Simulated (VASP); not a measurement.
# C in VASP: further runs, part 2 of 2

VASP 6.6.1.

**4. Single point, PBE**

INCAR

```
SYSTEM = C
PREC     = Accurate       ! precision mode
ENCUT    = 520            ! plane-wave cutoff, eV
EDIFF    = 1E-6           ! SCF threshold, eV
ISMEAR   = -1             ! smearing method
SIGMA    = 0.3723         ! smearing width, eV
LREAL    = Auto         
LASPH    = .TRUE.         ! aspherical terms in the spheres
NELM     = 120            ! most SCF steps
ALGO     = Normal         ! electronic algorithm
ISIF     = 2              ! what is computed and relaxed
LWAVE    = .FALSE.        ! write WAVECAR
LCHARG   = .FALSE.        ! write CHGCAR
GGA      = PE             ! functional
ISYM     = -1           
NBANDS   = 46             ! bands
GGA_COMPAT= .FALSE.
```

KPOINTS

```
explicit points
1
Reciprocal
  0.25000000   0.25000000   0.25000000 1
```

POSCAR

```
C
1.0
    5.4696720000     -0.0080320000      0.0476870000
   -0.0080320000      5.1910130000      0.0535580000
    0.0476870000      0.0535580000      5.3543890000
C
16
Direct
   -0.0069908987      0.1474577734      0.5614591752
    0.1697293801      0.6275937415      0.2325328715
    0.4641296968      1.0305970147      0.4475967906
    0.3870884690      0.7243736296      0.3832325050
    0.2632960545      0.5624208422      0.5669534032
    0.9153375328      0.8243291186      1.1333474053
    0.1986704239      0.3202739620      0.5898543738
    0.6790698727      0.3755476170      1.0369268306
    0.3246589257      1.1206073438      0.0138797352
    1.1242847354     -0.0212992243      0.0726652430
    0.8397850684     -0.0421244197      0.6266022639
    0.3682071276      0.0941605217      0.6608526682
    0.5790514651      1.0925816747      0.1170556124
    0.7938185345      0.6266376166      0.9871902692
    0.7669123921      0.6946299569      0.7102151632
    0.4324854213      0.4077614850     -0.0260922062
```

Potentials or basis: VASP PAW PBE potentials, release 64 (C).

On the command line:

```bash
$ cat potpaw_PBE.64/C/POTCAR > POTCAR
$ mpirun -np 1 vasp_std > vasp.out
```

OUTCAR:

```text
SYSTEM = C
   PREC = Accurate
   ENCUT = 520
   EDIFF = 1E-6
   ISMEAR = -1
   LREAL = Auto
   LASPH = .TRUE.
   NELM = 120
   ISIF = 2
   GGA = PE
   ISYM = -1

 ion  position               nearest neighbor table
   1  0.993  0.147  0.561-  11 1.33   7 1.45
   2  0.170  0.628  0.233-   4 1.54   6 1.81   5 1.90  10 2.02
   3  0.464  0.031  0.448-  12 1.30   4 1.69  13 1.89
   4  0.387  0.724  0.383-   5 1.44   2 1.54   3 1.69
   5  0.263  0.562  0.567-   7 1.31   4 1.44   2 1.90
   6  0.915  0.824  0.133-  10 1.42  14 1.47   2 1.81
   7  0.199  0.320  0.590-   5 1.31   1 1.45  12 1.54
   8  0.679  0.376  0.037-  16 1.41  14 1.46  13 1.61
   9  0.325  0.121  0.014-  10 1.35  13 1.51  16 1.61  12 1.91
  10  0.124  0.979  0.073-   9 1.35   6 1.42   2 2.02
  11  0.840  0.958  0.627-   1 1.33  15 1.48
  12  0.368  0.094  0.661-   3 1.30   7 1.54   9 1.91
  13  0.579  0.093  0.117-   9 1.51   8 1.61   3 1.89  16 1.97
  14  0.794  0.627  0.987-   8 1.46   6 1.47  15 1.53
  15  0.767  0.695  0.710-  11 1.48  14 1.53
  16  0.432  0.408  0.974-   8 1.41   9 1.61  13 1.97

IMPORTANT INFORMATION: All symmetrisations will be switched off!
NOSYMM: (Re-)initialisation of all symmetry stuff for point group C_1.

----------------------------------------------------------------------------------------

                                     Primitive cell

  volume of cell :     152.0000

  direct lattice vectors                    reciprocal lattice vectors
     5.469672000 -0.008032000  0.047687000     0.182840983  0.000299740 -0.001631408
    -0.008032000  5.191013000  0.053558000     0.000299740  0.192661001 -0.001929787
     0.047687000  0.053558000  5.354389000    -0.001631408 -0.001929787  0.186796505

  length of vectors
     5.469885771  5.191295497  5.354869193     0.182848507  0.192670899  0.186813597

  position of ions in fractional coordinates (direct lattice)
     0.993009101  0.147457773  0.561459175
     0.169729380  0.627593742  0.232532871
     0.464129697  0.030597015  0.447596791
     0.387088469  0.724373630  0.383232505
     0.263296055  0.562420842  0.566953403
     0.915337533  0.824329119  0.133347405
[... 85 lines left out ...]
   LHFCALC =     F    Hartree Fock is set to
   AEXX    =    0.0000 exact exchange contribution
   IVDW    =     0    specifies the selected vdW correction
   LEPSILON=     F    determine dielectric tensor
   LRPA    =     F    only Hartree local field effects (RPA)
 non-spin polarized calculation
  energy-cutoff  :      520.00
  volume of cell :      152.00
 maximum number of plane-waves:      4091
 NGX is ok and might be reduce to    40
   NGX = 21   NGY = 19   NGZ = 19

 number of electron      64.0000002 magnetization

 Free energy of the ion-electron system (eV)
  ---------------------------------------------------
  ext. energy  EPLUGINS =         0.00000000
  ---------------------------------------------------
  free energy    TOTEN  =      -117.11373125 eV

  energy without entropy =     -115.16699305  energy(sigma->0) =     -116.14036215

 E-fermi :   3.9843     XC(G=0): -10.4200

 val. band max:        3.8053676695   @ k =   0.2500   0.2500   0.2500
 cond. band min:       4.2110668973   @ k =   0.2500   0.2500   0.2500
 fundamental gap:      0.4056992277
 Fermi energy:         3.9842750374

 k-point     1 :       0.2500    0.2500    0.2500
  band No.  band energies     occupation
      1     -14.7701      2.00000
      2     -13.8294      2.00000
      3     -12.9590      2.00000
      4     -12.4997      2.00000
      5     -10.9180      2.00000
      6     -10.3525      2.00000
[... 36 lines left out ...]
     43       8.9221      0.00000
     44       9.0462      0.00000
 [bands above 44 left out]

------------------------ aborting loop because EDIFF is reached ----------------------------------------

  FORCE on cell =-STRESS in cart. coord.  units (eV):
  Direction    XX          YY          ZZ          XY          YZ          ZX
  --------------------------------------------------------------------------------------
  -------------------------------------------------------------------------------------
  Total      -11.7402068    -19.7333931     -3.0782334    -10.5365580      9.0771351      5.5838944
  in kB     -123.7492744   -208.0025611    -32.4465454   -111.0620476     95.6787992     58.8578123
  external PRESSURE =    -121.3994603 kB  Pullay stress =       0.0000000 kB

 VOLUME and BASIS-vectors are now :
 -----------------------------------------------------------------------------
  energy-cutoff  :      520.00
  volume of cell :      152.00
      direct lattice vectors                 reciprocal lattice vectors
     5.469672000 -0.008032000  0.047687000     0.182840983  0.000299740 -0.001631408
    -0.008032000  5.191013000  0.053558000     0.000299740  0.192661001 -0.001929787
     0.047687000  0.053558000  5.354389000    -0.001631408 -0.001929787  0.186796505

 POSITION                                       TOTAL-FORCE (eV/Angst)
 -----------------------------------------------------------------------------------
      5.45702      0.78755      3.06152        -0.415237     -0.611478      1.820708
      0.93441      3.26894      1.28678         1.969612      2.678482     -0.208129
      2.55974      0.17907      2.42038         1.993887     -5.462788     -4.292846
      2.12970      3.77765      2.10923        -2.188051      0.043791      2.523959
      1.46266      2.94778      3.07837         1.314203      3.276998     -2.705927
      5.00633      4.27889      0.80179         3.830868     -1.343926     -1.198432
[... 8 lines left out ...]
      4.22305      3.63771      3.87654         1.349368      3.002417      1.615539
      2.40872      2.16538      5.25714        -1.470443     -1.183181      0.985646
 -----------------------------------------------------------------------------------
    total drift:                               -0.004923     -0.012053      0.016159

  FREE ENERGIE OF THE ION-ELECTRON SYSTEM (eV)
  ---------------------------------------------------
  free  energy   TOTEN  =      -117.1137312512 eV

  energy  without entropy=     -115.1669930478  energy(sigma->0) =     -116.14036215
```

OSZICAR:

```text
N       E                     dE             d eps       ncg     rms          rms(c)
DAV:   1     0.212206072436E+03    0.21221E+03   -0.31062E+04    92   0.128E+03
DAV:   2    -0.103232661757E+03   -0.31544E+03   -0.29805E+03   120   0.251E+02
DAV:   3    -0.121976557031E+03   -0.18744E+02   -0.18394E+02   112   0.593E+01
DAV:   4    -0.122403229286E+03   -0.42667E+00   -0.42539E+00   128   0.928E+00
DAV:   5    -0.122412166626E+03   -0.89373E-02   -0.89332E-02   120   0.126E+00    0.146E+01
DAV:   6    -0.118130394007E+03    0.42818E+01   -0.60614E+00   112   0.119E+01    0.834E+00
DAV:   7    -0.117242441485E+03    0.88795E+00   -0.28721E+00   112   0.770E+00    0.418E+00
DAV:   8    -0.117110618601E+03    0.13182E+00   -0.84062E-01   112   0.404E+00    0.153E+00
DAV:   9    -0.117113872304E+03   -0.32537E-02   -0.94836E-02   112   0.142E+00    0.825E-01
DAV:  10    -0.117113124599E+03    0.74770E-03   -0.14904E-02   112   0.595E-01    0.223E-01
DAV:  11    -0.117113577641E+03   -0.45304E-03   -0.26798E-03   112   0.247E-01    0.714E-02
DAV:  12    -0.117113652679E+03   -0.75038E-04   -0.33451E-04   120   0.856E-02    0.424E-02
DAV:  13    -0.117113713692E+03   -0.61013E-04   -0.67695E-05   112   0.392E-02    0.170E-02
DAV:  14    -0.117113728722E+03   -0.15030E-04   -0.16431E-05   112   0.190E-02    0.605E-03
DAV:  15    -0.117113730895E+03   -0.21730E-05   -0.29957E-06    88   0.857E-03    0.253E-03
DAV:  16    -0.117113731251E+03   -0.35594E-06   -0.66342E-07    64   0.403E-03
   1 F= -.11711373E+03 E0= -.11614036E+03  d E =-.194674E+01
```

stdout:

```text
POSCAR found type information on POSCAR C
 POSCAR found :  1 types and      16 ions
 scaLAPACK will be used
 LDA part: xc-table for (Slater+PW92), standard interpolation
 POSCAR, INCAR and KPOINTS ok, starting setup
 FFT: planning ... GRIDC
 FFT: planning ... GRID_SOFT
 FFT: planning ... GRID
 WAVECAR not read
 entering main loop
```

It took 30 s on 1 thread of Intel Xeon 8259CL, shared host; peak memory 0.23 GiB.

Results:

* Free energy: -117.1137 eV
* Pressure: -12.1 GPa
* Largest force: 7.228 eV/Å

Forces on the atoms (eV/Å):
```
C   -0.415 -0.611  1.821
C    1.970  2.678 -0.208
C    1.994 -5.463 -4.293
C   -2.188  0.044  2.524
C    1.314  3.277 -2.706
C    3.831 -1.344 -1.198
C   -2.586 -5.144  0.115
C   -2.685  0.246  0.643
C    2.501  0.501 -1.996
C   -2.949 -2.345  1.074
C    1.455 -0.888  0.487
C   -2.425  4.089  1.345
C    0.005  2.751  3.184
C    0.297  0.389 -3.393
C    1.349  3.002  1.616
C   -1.470 -1.183  0.986
```

Caveat: the atoms stand as in a frame of molecular dynamics; so wide a smearing shifts energies and pressures.

**5. Single point, PBE**

INCAR

```
PREC     = Accurate       # precision mode
ENCUT    = 520            # plane-wave cutoff, eV
EDIFF    = 1E-6           # SCF threshold, eV
ISMEAR   = -1             # smearing method
SIGMA    = 0.3723         # smearing width, eV
LREAL    = Auto         
LASPH    = True           # aspherical terms in the spheres
NELM     = 120            # most SCF steps
ALGO     = Normal         # electronic algorithm
ISIF     = 2              # what is computed and relaxed
LWAVE    = False          # write WAVECAR
LCHARG   = False          # write CHGCAR
GGA      = PE             # functional
NBANDS   = 46             # bands
ISYM     = -1           
GGA_COMPAT= False
```

KPOINTS is that of step 4.

POSCAR

```
C
1.0
    5.4696720000     -0.0080320000      0.0476870000
   -0.0080320000      5.1910130000      0.0535580000
    0.0476870000      0.0535580000      5.3543890000
C
16
Direct
   -0.2543656199      0.1787051638      0.5590594636
    0.1225538508      0.8508886537      0.1758334854
    0.3070946161      1.1540709416      0.6112499199
    0.3146495802      1.0364871188      0.3732058183
   -0.1674830437      0.6586324552      0.5812789707
    1.0070362324      0.7136653081      1.3219803374
   -0.0950694902      0.3710255980      0.6724056078
    0.4558358100      0.5029994664      1.2760652826
    0.1865706944      1.3190217958      0.0402600248
    1.2676474297      0.0663666634      0.0673014664
    0.7452031750     -0.1121004118      0.7060974408
    0.1405312550      0.2430609188      0.7853795511
    0.5168845067      1.2830611604      0.4671468843
    0.5607786426      0.6658609995      1.1155022479
    0.6923722556      0.7569585502      0.9583901465
    0.1637598001      0.5680902250      0.1626755191
```

On the command line:

```bash
$ cat potpaw_PBE.64/C/POTCAR > POTCAR
$ mpirun -np 1 vasp_std > vasp.out
```

Run time: 30 s. Hardware: 1 thread of Intel Xeon 8259CL, shared host; peak memory 0.23 GiB.

Results (log left out):

```
Free energy   : -122.7110 eV
Pressure      : -0.8 GPa
Largest force : 14.148 eV/Å
```

Forces on the atoms (eV/Å):
```
C    1.551  1.319  3.801
C    5.489  5.598 -7.555
C   -0.890 -1.465 -4.622
C    1.884  2.494  2.322
C    4.267  1.700 -2.329
C   -8.560 -6.655  9.089
C   -2.238 -1.352 -2.155
C   -1.299 -1.599  3.516
C   -0.875  0.190 -4.240
C   -1.545 -0.969  5.474
C    1.328 -3.309 -0.398
C   -2.311  4.537  0.287
C   -1.104 -0.277 -2.417
C   -0.355 -2.804  3.555
C    2.491  5.545 -7.067
C    2.167 -2.954  2.738
```

Stress tensor (GPa, compression positive):
```
 15.48  13.47  -6.42
 13.47 -13.78  -1.61
 -6.42  -1.61  -4.11
```

Caveat: the atoms stand as in a frame of molecular dynamics; so wide a smearing shifts energies and pressures.

**6. Single point, PBE**

INCAR

```
PREC = Accurate
ENCUT = 520
EDIFF = 1E-6
ISMEAR = -1
SIGMA = 0.3723
LREAL = Auto
LASPH = T
NELM = 120
ALGO = Normal
ISIF = 2
LWAVE = F
LCHARG = F
GGA = PE
NBANDS = 46
ISYM = -1
GGA_COMPAT = F
```

KPOINTS is that of step 5.

POSCAR

```
C
1.0
    5.4696720000     -0.0080320000      0.0476870000
   -0.0080320000      5.1910130000      0.0535580000
    0.0476870000      0.0535580000      5.3543890000
C
16
Direct
   -0.3632367823      0.4313247725      0.6749314964
    0.0446795965      0.7618276453      0.1475719077
    0.1694535568      1.1893153508      0.5396692165
    0.3672353097      1.1663147042      0.4111214495
   -0.1263229896      0.8146234154      0.6123760085
    0.8922598497      0.8191605661      1.3395848159
   -0.1223436110      0.5394401467      0.7047037233
    0.4856048396      0.6293072969      1.2426531807
    0.1902245670      1.3688970336      0.0810072585
    1.3750521223      0.2166504713      0.1354047163
    0.6644789799      0.0701055868      0.7406005197
    0.1050208114      0.3484382056      0.7179370455
    0.5365501684      1.4739446540      0.4366240489
    0.6395609694      0.8947805071      1.1859238471
    0.5024259267      1.0218563247      0.9813476820
    0.2730981321      0.6060339184      0.1592773339
```

Potentials or basis: VASP PAW PBE potentials, release 64 (C).

On the command line:

```bash
$ cat potpaw_PBE.64/C/POTCAR > POTCAR
$ mpirun -np 1 vasp_std > vasp.out
```

It took 31 s on 1 thread of Intel Xeon 8259CL, shared host; peak memory 0.23 GiB.

Results (log left out):

| Quantity | Value |
| --- | --- |
| Free energy | -121.0260 eV |
| Pressure | -2.4 GPa |
| Largest force | 12.933 eV/Å |

Forces on the atoms (eV/Å):
```
C     2.817  -2.764  -1.515
C     2.095  -0.659   1.695
C    -2.461   1.259   3.803
C     4.245   1.952  -3.948
C    -1.617   1.104   0.129
C    -1.390   2.686  -2.282
C     0.668   0.335   0.159
C     8.789   5.731   3.958
C    -1.245   0.887  -4.501
C     1.111  -8.286  -1.407
C    -1.099  -0.221   1.344
C    -3.305   2.843   2.964
C    -0.474  -3.961   2.506
C    -0.988  -4.711   2.019
C     4.856   2.640  -0.250
C   -12.002   1.165  -4.674
```

Stress tensor (GPa, compression positive):
```
 5.92  8.00  4.00
 8.00 -4.04 -1.77
 4.00 -1.77 -9.22
```

Caveat: the atoms stand as in a frame of molecular dynamics; so wide a smearing shifts energies and pressures.

**7. The runs side by side**

| cell | smearing | pressure (GPa) | largest force (eV/Å) |
| --- | --- | --- | --- |
| as given, atomic positions A | fermi-dirac 0.517 eV | 0.0 | 6.73 |
| as given, atomic positions B | fermi-dirac 0.517 eV | 16.7 | 16.64 |
| as given, atomic positions C | fermi-dirac 0.3723 eV | -12.1 | 7.23 |
| as given, atomic positions D | fermi-dirac 0.3723 eV | -0.8 | 14.15 |
| as given, atomic positions E | fermi-dirac 0.3723 eV | -2.4 | 12.93 |

Alike in all rows: task single point; level PBE; potentials or basis VASP PAW PBE potentials, release 64 (C); no spin polarisation; k mesh 1 × 1 × 1, shifted; cutoff (eV) 520.

Caveats: the atoms stand as in a frame of molecular dynamics; so wide a smearing shifts energies and pressures.

Absolute energies hang on the potentials; compare differences alone.
